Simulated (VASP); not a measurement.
# Hf3GeW (Pm-3m) in VASP: a series of runs

Runs on Hf3GeW. Level: PBE. Tasks: single point, relaxation of cell and atoms.

All numbers are computed with VASP 6.6.1; they aren't measurements. Logs are shortened: lines on timing, memory, paths and dates and some standing lists are left out, and cuts for length are marked.

## Step 1: The cell of the first run

It takes space group Pm-3m (No. 221, cubic). The conventional cell has a = 4.535 Å, b = 4.535 Å, c = 4.535 Å, α = 90.00°, β = 90.00°, γ = 90.00°. Within 3.0 Å of Hf (site symmetry 4/mmm) lie 2 Ge at 2.27 Å. Ge (site symmetry m-3m) has 6 Hf at 2.27 Å within 3.0 Å. W (site symmetry m-3m) has 12 Hf at 3.21 Å and 8 Ge at 3.93 Å within 4.2 Å.

The cell was generated, and may not be a known phase.

## Step 2: Single point, PBE

The input, INCAR:

```
SYSTEM = Hf3GeW
ALGO = Normal
EDIFF = 1E-6
ENCUT = 520
GGA = PE
ISIF = 2
ISMEAR = 0
LASPH = .True.
LCHARG = .False.
LREAL = .False.
LWAVE = .False.
NBANDS = 37
NELM = 60
PREC = Accurate
SIGMA = 0.1
```

The input, KPOINTS:

```
k-points
0
Gamma
  4 4 4
  0 0 0
```

The input, POSCAR:

```
Hf3GeW
1.0
    4.5353933100      0.0000000000      0.0000000000
    0.0000000000      4.5353933100      0.0000000000
    0.0000000000      0.0000000000      4.5353933100
Hf Ge W
3 1 1
Direct
    0.5000000000      0.5000000000      0.0000000000
    0.0000000000      0.5000000000      0.5000000000
    0.5000000000      0.0000000000      0.5000000000
    0.5000000000      0.5000000000      0.5000000000
    0.0000000000      0.0000000000      0.0000000000
```

Potentials or basis: VASP PAW PBE potentials, release 64 (Hf_pv, Ge_d, W_sv).

Run with:

```bash
> cat potpaw_PBE.64/Hf_pv/POTCAR potpaw_PBE.64/Ge_d/POTCAR potpaw_PBE.64/W_sv/POTCAR > POTCAR
> mpirun -np 1 vasp_std > vasp.out
```

OUTCAR:

```text
SYSTEM = Hf3GeW
   EDIFF = 1E-6
   ENCUT = 520
   GGA = PE
   ISIF = 2
   ISMEAR = 0
   LASPH = .True.
   LREAL = .False.
   NELM = 60
   PREC = Accurate

 ion  position               nearest neighbor table
   1  0.500  0.500  0.000-   4 2.27   4 2.27   2 3.21   5 3.21   2 3.21   3 3.21   3 3.21   3 3.21
                             5 3.21   3 3.21   2 3.21   5 3.21   2 3.21   5 3.21
   2  0.000  0.500  0.500-   4 2.27   4 2.27   1 3.21   5 3.21   1 3.21   5 3.21   3 3.21   5 3.21
                             5 3.21   1 3.21   3 3.21   3 3.21   1 3.21   3 3.21
   3  0.500  0.000  0.500-   4 2.27   4 2.27   1 3.21   5 3.21   1 3.21   5 3.21   1 3.21   2 3.21
                             2 3.21   1 3.21   2 3.21   5 3.21   5 3.21   2 3.21
   4  0.500  0.500  0.500-   1 2.27   2 2.27   3 2.27   1 2.27   3 2.27   2 2.27
   5  0.000  0.000  0.000-   1 3.21   2 3.21   3 3.21   2 3.21   3 3.21   1 3.21   2 3.21   2 3.21
                             1 3.21   3 3.21   3 3.21   1 3.21

  LATTYP: Found a simple cubic cell.
 ALAT       =     4.5353933100

  Lattice vectors:

 A1 = (   4.5353933100,   0.0000000000,   0.0000000000)
 A2 = (   0.0000000000,   4.5353933100,   0.0000000000)
 A3 = (   0.0000000000,   0.0000000000,   4.5353933100)

Analysis of symmetry for initial positions (statically):
=====================================================================
 Subroutine PRICEL returns:
 Original cell was already a primitive cell.

 Routine SETGRP: Setting up the symmetry group for a
 simple cubic supercell.

 Subroutine GETGRP returns: Found 48 space group operations
 (whereof 48 operations were pure point group operations)
 out of a pool of 48 trial point group operations.

The static configuration has the point symmetry O_h .

Analysis of symmetry for dynamics (positions and initial velocities):
=====================================================================
 Subroutine PRICEL returns:
 Original cell was already a primitive cell.

 Routine SETGRP: Setting up the symmetry group for a
 simple cubic supercell.

 Subroutine GETGRP returns: Found 48 space group operations
 (whereof 48 operations were pure point group operations)
 out of a pool of 48 trial point group operations.

The dynamic configuration has the point symmetry O_h .

 Subroutine INISYM returns: Found 48 space group operations
 (whereof 48 operations are pure point group operations),
 and found     1 'primitive' translations

----------------------------------------------------------------------------------------
[... 86 lines left out ...]
   EDIFFG = 0.1E-04   stopping-criterion for IOM
   NSW    =      0    number of steps for IOM
   IBRION =     -1    ionic relax: 0-MD 1-quasi-New 2-CG
   NFREE  =      0    steps in history (QN), initial steepest desc. (CG)
   ISIF   =      2    stress and relaxation
   ISYM   =      2    0-nonsym 1-usesym 2-fastsym
   POTIM  = 0.5000    time-step for ionic-motion
   TEBEG  =    0.0;   TEEND  =   0.0 temperature during run
   PSTRESS=    0.0 pullay stress
   NELECT =      58.0000    total number of electrons
   NUPDOWN=      -1.0000    fix difference up-down
   EMIN   =  10.00;   EMAX   =-10.00  energy-range for DOS
   EFERMI =   0.00;   METHOD = LEGACY
   ISMEAR =     0;   SIGMA  =   0.10  broadening in eV -4-tet -1-fermi 0-gaus
   EFERMI_NEDOS =   21; number of points for ismear=-14 and -15
   IALGO  =     38    algorithm
   IMIX   =      4    mixing-type and parameters
     AMIX     =   0.40;   BMIX     =  1.00
     AMIX_MAG =   1.60;   BMIX_MAG =  1.00
  volume/ion in A,a.u.               =      18.66       125.91
  Fermi-wavevector in a.u.,A,eV,Ry     =   1.397234  2.640390 26.562156  1.952263
  Thomas-Fermi vector in A             =   2.520510
   LORBIT       =      0    0 simple, 1 ext, 2 COOP (PROOUT), +10 PAW based schemes
   GGA     = PE    functional components
   LHFCALC =     F    Hartree Fock is set to
   AEXX    =    0.0000 exact exchange contribution
   IVDW    =     0    specifies the selected vdW correction
   LEPSILON=     F    determine dielectric tensor
   LRPA    =     F    only Hartree local field effects (RPA)
 non-spin polarized calculation
 Gauss-broadening in eV      SIGMA  =   0.10
  energy-cutoff  :      520.00
  volume of cell :       93.29
 maximum number of plane-waves:      2522
 NGX is ok and might be reduce to    36

 number of electron      57.9999985 magnetization

 Free energy of the ion-electron system (eV)
  ---------------------------------------------------
  ext. energy  EPLUGINS =         0.00000000
  ---------------------------------------------------
  free energy    TOTEN  =       -40.72743828 eV

  energy without entropy =      -40.71183849  energy(sigma->0) =      -40.71963839

 E-fermi :   6.1855     XC(G=0): -12.0008

 val. band max:        6.1315801829   @ k =   0.5000   0.2500   0.0000
 cond. band min:       6.2018418392   @ k =   0.0000   0.0000   0.0000
 fundamental gap:      0.0702616563
 Fermi energy:         6.1855421136

 k-point     1 :       0.0000    0.0000    0.0000
  band No.  band energies     occupation
      1     -67.5793      2.00000
      2     -31.6830      2.00000
      3     -31.6830      2.00000
      4     -31.6830      2.00000
      5     -24.1779      2.00000
      6     -24.1779      2.00000
[... 389 lines left out ...]
     36      10.4359      0.00000
     37      10.4359      0.00000

------------------------ aborting loop because EDIFF is reached ----------------------------------------

  FORCE on cell =-STRESS in cart. coord.  units (eV):
  Direction    XX          YY          ZZ          XY          YZ          ZX
  --------------------------------------------------------------------------------------
  -------------------------------------------------------------------------------------
  Total       21.5416918     21.5416918     21.5416918      0.0000000     -0.0000000      0.0000000
  in kB      369.9521245    369.9521245    369.9521245      0.0000000     -0.0000000      0.0000000
  external PRESSURE =     369.9521245 kB  Pullay stress =       0.0000000 kB

 VOLUME and BASIS-vectors are now :
 -----------------------------------------------------------------------------
  energy-cutoff  :      520.00
  volume of cell :       93.29
      direct lattice vectors                 reciprocal lattice vectors
     4.535393310  0.000000000  0.000000000     0.220488044  0.000000000  0.000000000
     0.000000000  4.535393310  0.000000000     0.000000000  0.220488044  0.000000000
     0.000000000  0.000000000  4.535393310     0.000000000  0.000000000  0.220488044

 POSITION                                       TOTAL-FORCE (eV/Angst)
 -----------------------------------------------------------------------------------
      2.26770      2.26770      0.00000         0.000000      0.000000      0.000000
      0.00000      2.26770      2.26770         0.000000      0.000000      0.000000
      2.26770      0.00000      2.26770         0.000000      0.000000      0.000000
      2.26770      2.26770      2.26770         0.000000      0.000000      0.000000
      0.00000      0.00000      0.00000         0.000000      0.000000      0.000000
 -----------------------------------------------------------------------------------
    total drift:                                0.000000      0.000000      0.000000

  FREE ENERGIE OF THE ION-ELECTRON SYSTEM (eV)
  ---------------------------------------------------
  free  energy   TOTEN  =       -40.7274382813 eV

  energy  without entropy=      -40.7118384894  energy(sigma->0) =      -40.71963839
```

stdout:

```text
POSCAR found type information on POSCAR HfGeW
 POSCAR found :  3 types and       5 ions
 scaLAPACK will be used
 LDA part: xc-table for (Slater+PW92), standard interpolation
 POSCAR, INCAR and KPOINTS ok, starting setup
 FFT: planning ... GRIDC
 FFT: planning ... GRID_SOFT
 FFT: planning ... GRID
 WAVECAR not read
 entering main loop
```

Run time: 98 s. Hardware: 1 thread of Intel Xeon 8259CL, shared host; peak memory 0.19 GiB.

Results:

| Property | Result |
| --- | --- |
| Free energy | -40.7274 eV |
| Pressure | 37.0 GPa |
| Band gap on the k mesh | zero (bands 29 and 30 overlap by 0.85 eV) |

Caveat: the cell stands under pressure; spin-orbit coupling is left out, which moves the levels of the heavy elements.

## Step 3: Single point, PBE

This run uses another cell than the first one, of 22.95 Å³/atom.

The input, INCAR:

```
SYSTEM = Hf3GeW
ALGO = Normal ; EDIFF = 1E-6
ENCUT = 520 ; GGA = PE
ISIF = 2 ; ISMEAR = 0
LASPH = .True. ; LCHARG = .True.
LELF = .True. ; LREAL = .False.
LVHAR = .True. ; LWAVE = .False.
NBANDS = 37 ; NELM = 100
PREC = Accurate ; SIGMA = 0.1
```

KPOINTS is that of step 2.

Edit POSCAR of step 2 so:

```diff
@@ -2,5 +2,5 @@
 1.0
-    4.5353933100      0.0000000000      0.0000000000
-    0.0000000000      4.5353933100      0.0000000000
-    0.0000000000      0.0000000000      4.5353933100
+    4.8596653989      0.0000000000      0.0000000000
+    0.0000000000      4.8596653989      0.0000000000
+    0.0000000000      0.0000000000      4.8596653989
 Hf Ge W
```

Potentials or basis: VASP PAW PBE potentials, release 64 (Hf_pv, Ge_d, W_sv).

Run with:

```bash
> cat potpaw_PBE.64/Hf_pv/POTCAR potpaw_PBE.64/Ge_d/POTCAR potpaw_PBE.64/W_sv/POTCAR > POTCAR
> mpirun -np 1 vasp_std > vasp.out
```

Wall time 1.7 min (1 thread of Intel Xeon 8259CL, shared host); peak memory 0.2 GiB.

Results (log left out):

```
Free energy            : -42.8237 eV
Pressure               : -0.1 GPa
Band gap on the k mesh : zero (bands 29 and 30 overlap by 0.71 eV)
```

Levels at points of the mesh, in eV from the Fermi level:
```csv
k point,band 27,band 28,band 29,band 30,band 31,band 32
"(0.00, 0.00, 0.00)",-0.70,-0.70,0.67,0.67,0.67,2.32
"(0.50, 0.00, 0.00)",-0.68,-0.37,-0.37,0.44,0.69,0.69
"(0.50, 0.50, 0.00)",-0.71,-0.71,-0.34,0.04,0.68,1.32
"(0.50, 0.50, 0.50)",0.19,0.19,0.19,0.28,0.28,1.29
```

Caveat: spin-orbit coupling is left out, which moves the levels of the heavy elements.

## Step 4: Single point, PBE

This run uses another cell than the first one, of 23.01 Å³/atom.

The input, INCAR:

```
SYSTEM = Hf3GeW
PREC     = Accurate       ! precision mode
ENCUT    = 520            ! plane-wave cutoff, eV
EDIFF    = 1E-6           ! SCF threshold, eV
ISMEAR   = 0              ! smearing method
SIGMA    = 0.1            ! smearing width, eV
LREAL    = .FALSE.        ! projectors in reciprocal space
LASPH    = .TRUE.         ! aspherical terms in the spheres
NELM     = 80             ! most SCF steps
ALGO     = Fast           ! electronic algorithm
ISIF     = 2              ! what is computed and relaxed
LWAVE    = .FALSE.        ! write WAVECAR
LCHARG   = .FALSE.        ! write CHGCAR
GGA      = PE             ! functional
NBANDS   = 37             ! bands
```

The input, KPOINTS:

```
Automatic mesh
0
G
  8 8 8
  0 0 0
```

Edit POSCAR of step 3 so:

```diff
@@ -2,5 +2,5 @@
 1.0
-    4.8596653989      0.0000000000      0.0000000000
-    0.0000000000      4.8596653989      0.0000000000
-    0.0000000000      0.0000000000      4.8596653989
+    4.8637041935      0.0000000000      0.0000000000
+    0.0000000000      4.8637041935      0.0000000000
+    0.0000000000      0.0000000000      4.8637041935
 Hf Ge W
```

Run with:

```bash
> cat potpaw_PBE.64/Hf_pv/POTCAR potpaw_PBE.64/Ge_d/POTCAR potpaw_PBE.64/W_sv/POTCAR > POTCAR
> mpirun -np 1 vasp_std > vasp.out
```

It took 7.1 min on 1 thread of Intel Xeon 8259CL, shared host; peak memory 0.28 GiB.

The run converged. Its results:

```
Free energy            : -42.8668 eV
Pressure               : -0.3 GPa
Band gap on the k mesh : zero (bands 29 and 30 overlap by 0.76 eV)
```

Levels at points of the mesh, in eV from the Fermi level:
| k point | band 27 | band 28 | band 29 | band 30 | band 31 | band 32 |
| --- | --- | --- | --- | --- | --- | --- |
| (0.00, 0.00, 0.00) | -0.72 | -0.72 | 0.65 | 0.65 | 0.65 | 2.29 |
| (0.50, 0.00, 0.00) | -0.69 | -0.38 | -0.38 | 0.43 | 0.68 | 0.68 |
| (0.50, 0.50, 0.00) | -0.72 | -0.72 | -0.34 | 0.03 | 0.67 | 1.30 |
| (0.50, 0.50, 0.50) | 0.18 | 0.18 | 0.18 | 0.27 | 0.27 | 1.27 |

Caveat: spin-orbit coupling is left out, which moves the levels of the heavy elements.

## Step 5: Relaxation of cell and atoms, PBE

The input, INCAR:

```
SYSTEM = Hf3GeW
PREC = Accurate
ENCUT = 600
EDIFF = 1E-6
ISMEAR = 0
SIGMA = 0.1
LREAL = .FALSE.
LASPH = .TRUE.
NELM = 80
ALGO = Normal
ISIF = 3
LWAVE = .FALSE.
LCHARG = .FALSE.
GGA = PE
IBRION = 2
NSW = 90
EDIFFG = -0.04
```

The input, KPOINTS:

```
regular mesh
0
G
  4 4 4
  0 0 0
```

Edit POSCAR of step 4 so:

```diff
@@ -2,5 +2,5 @@
 1.0
-    4.8637041935      0.0000000000      0.0000000000
-    0.0000000000      4.8637041935      0.0000000000
-    0.0000000000      0.0000000000      4.8637041935
+    4.5353933100      0.0000000000      0.0000000000
+    0.0000000000      4.5353933100      0.0000000000
+    0.0000000000      0.0000000000      4.5353933100
 Hf Ge W
```

Run with:

```bash
> cat potpaw_PBE.64/Hf_pv/POTCAR potpaw_PBE.64/Ge_d/POTCAR potpaw_PBE.64/W_sv/POTCAR > POTCAR
> mpirun -np 1 vasp_std > vasp.out
```

Run time: 6.5 min. Hardware: 1 thread of Intel Xeon 8259CL, shared host; peak memory 0.21 GiB.

The run converged. Its results:

| Property | Result |
| --- | --- |
| Free energy | -42.8208 eV |
| Relaxed volume | 22.94 Å³/atom |
| Relaxed cell | a = 4.858 Å, b = 4.858 Å, c = 4.858 Å, α = 90.00°, β = 90.00°, γ = 90.00° |
| Space group after relaxing (to 0.1 Å) | Pm-3m (No. 221) |
| Energy gained by relaxing | 418.5 meV/atom |
| Ionic steps | 5 |
| Pressure after relaxing | 0.0 GPa |
| Band gap on the k mesh | zero (bands 29 and 30 overlap by 0.71 eV) |

Step by step:
```
step  energy change (eV)  largest force (eV/Å)  pressure (GPa)  volume (Å³)
   1              0.0000                0.0000           37.00        93.29
   2              2.1145                0.0000          -19.60       164.41
   3             -2.0747                0.0000           -2.33       117.07
   4             -2.0915                0.0000           -0.53       115.20
   5             -2.0924                0.0000            0.00       114.68
```

Final structure:
```xyz
5
Lattice="4.8584 0.0000 0.0000 0.0000 4.8584 0.0000 0.0000 0.0000 4.8584" Properties=species:S:1:pos:R:3 pbc="T T T"
Hf    2.4292    2.4292    0.0000
Hf    0.0000    2.4292    2.4292
Hf    2.4292    0.0000    2.4292
Ge    2.4292    2.4292    2.4292
W     0.0000    0.0000    0.0000
```

Levels at points of the mesh, in eV from the Fermi level:
| k point | band 26 | band 27 | band 28 | band 29 | band 30 | band 31 | band 32 | band 33 |
| --- | --- | --- | --- | --- | --- | --- | --- | --- |
| (0.00, 0.00, 0.00) | -0.69 | -0.69 | -0.69 | 0.67 | 0.67 | 0.67 | 2.32 | 2.32 |
| (0.50, 0.00, 0.00) | -0.70 | -0.68 | -0.37 | -0.37 | 0.44 | 0.69 | 0.69 | 1.53 |
| (0.50, 0.50, 0.00) | -0.73 | -0.71 | -0.71 | -0.34 | 0.03 | 0.68 | 1.32 | 1.97 |
| (0.50, 0.50, 0.50) | -0.82 | 0.19 | 0.19 | 0.19 | 0.28 | 0.28 | 1.29 | 1.29 |

Caveat: the volume moved by over 15 % at a fixed basis, so the end points are rough; spin-orbit coupling is left out, which moves the levels of the heavy elements.

## Step 6: Relaxation of cell and atoms, PBE

This run uses another cell than the first one, of 22.95 Å³/atom.

The input, INCAR:

```
SYSTEM = Hf3GeW
PREC = Accurate
ENCUT = 600
EDIFF = 1E-7
ISMEAR = 0
SIGMA = 0.1
LREAL = .FALSE.
LASPH = .TRUE.
NELM = 100
ALGO = Fast
ISIF = 3
LWAVE = .FALSE.
LCHARG = .FALSE.
GGA = PE
IBRION = 2
NSW = 100
EDIFFG = -0.01
```

The input, KPOINTS:

```
Automatic mesh
0
G
  8 8 8
  0 0 0
```

Edit POSCAR of step 5 so:

```diff
@@ -2,5 +2,5 @@
 1.0
-    4.5353933100      0.0000000000      0.0000000000
-    0.0000000000      4.5353933100      0.0000000000
-    0.0000000000      0.0000000000      4.5353933100
+    4.8596653989      0.0000000000      0.0000000000
+    0.0000000000      4.8596653989      0.0000000000
+    0.0000000000      0.0000000000      4.8596653989
 Hf Ge W
```

Potentials or basis: VASP PAW PBE potentials, release 64 (Hf_pv, Ge_d, W_sv).

Run with:

```bash
> cat potpaw_PBE.64/Hf_pv/POTCAR potpaw_PBE.64/Ge_d/POTCAR potpaw_PBE.64/W_sv/POTCAR > POTCAR
> mpirun -np 1 vasp_std > vasp.out
```

Run time: 24 min. Hardware: 1 thread of Intel Xeon 8259CL, shared host; peak memory 0.33 GiB.

Results (log left out):

* Free energy: -42.8677 eV
* Pressure after relaxing: -0.1 GPa
* Band gap on the k mesh: zero (bands 29 and 30 overlap by 4.48 eV)

Final structure:
```cif
data_structure
_symmetry_space_group_name_H-M 'P 1'
_symmetry_Int_Tables_number 1
_cell_length_a 4.8597
_cell_length_b 4.8597
_cell_length_c 4.8597
_cell_angle_alpha 90.000
_cell_angle_beta 90.000
_cell_angle_gamma 90.000
_cell_volume 114.77
loop_
_atom_site_label
_atom_site_type_symbol
_atom_site_fract_x
_atom_site_fract_y
_atom_site_fract_z
_atom_site_occupancy
Hf1 Hf 0.50000 0.50000 0.00000 1
Hf2 Hf 0.00000 0.50000 0.50000 1
Hf3 Hf 0.50000 0.00000 0.50000 1
Ge1 Ge 0.50000 0.50000 0.50000 1
W1 W 0.00000 0.00000 0.00000 1
```

Levels at points of the mesh, in eV from the Fermi level:
```
           k point  band 26  band 27  band 28  band 29  band 30  band 31  band 32  band 33
(0.50, 0.00, 0.00)    -0.70    -0.70    -0.39    -0.39     0.43     0.68     0.68     1.52
(0.50, 0.50, 0.00)    -0.74    -0.72    -0.72    -0.34     0.03     0.83     1.31     1.31
(0.50, 0.50, 0.50)    -0.83     0.19     0.19     0.19     0.27     0.58     1.27     1.27
```

Caveat: the relaxation stopped at its first step, so nothing moved; spin-orbit coupling is left out, which moves the levels of the heavy elements.

## Step 7: Overview

| task | cell | k mesh | cutoff (eV) | gap on the mesh (eV) | pressure (GPa) |
| --- | --- | --- | --- | --- | --- |
| single point | a = 4.535 Å, 5 atoms | 4 × 4 × 4 | 520 | none | 37.0 |
| single point | a = 4.860 Å, 5 atoms | 4 × 4 × 4 | 520 | none | -0.1 |
| single point | a = 4.864 Å, 5 atoms | 8 × 8 × 8 | 520 | none | -0.3 |
| relaxation of cell and atoms | relaxed from a = 4.535 Å, 5 atoms | 4 × 4 × 4 | 600 | none | 0.0 |
| relaxation of cell and atoms | relaxed from a = 4.860 Å, 5 atoms | 8 × 8 × 8 | 600 | none | -0.1 |

Alike in all rows: level PBE; potentials or basis VASP PAW PBE potentials, release 64 (Hf_pv, Ge_d, W_sv); no spin polarisation; smearing gaussian 0.1 eV.

Caveats: spin-orbit coupling is left out, which moves the levels of the heavy elements; the cell stands under pressure (at least some runs); the volume moved by over 15 % at a fixed basis, so the end points are rough (at least some runs); the relaxation stopped at its first step, so nothing moved (at least some runs).

Total energies depend on the potentials used, so only differences within one code and one set of settings carry meaning.

The gap in the log of VASP goes by the Fermi energy; the results here count the filled bands.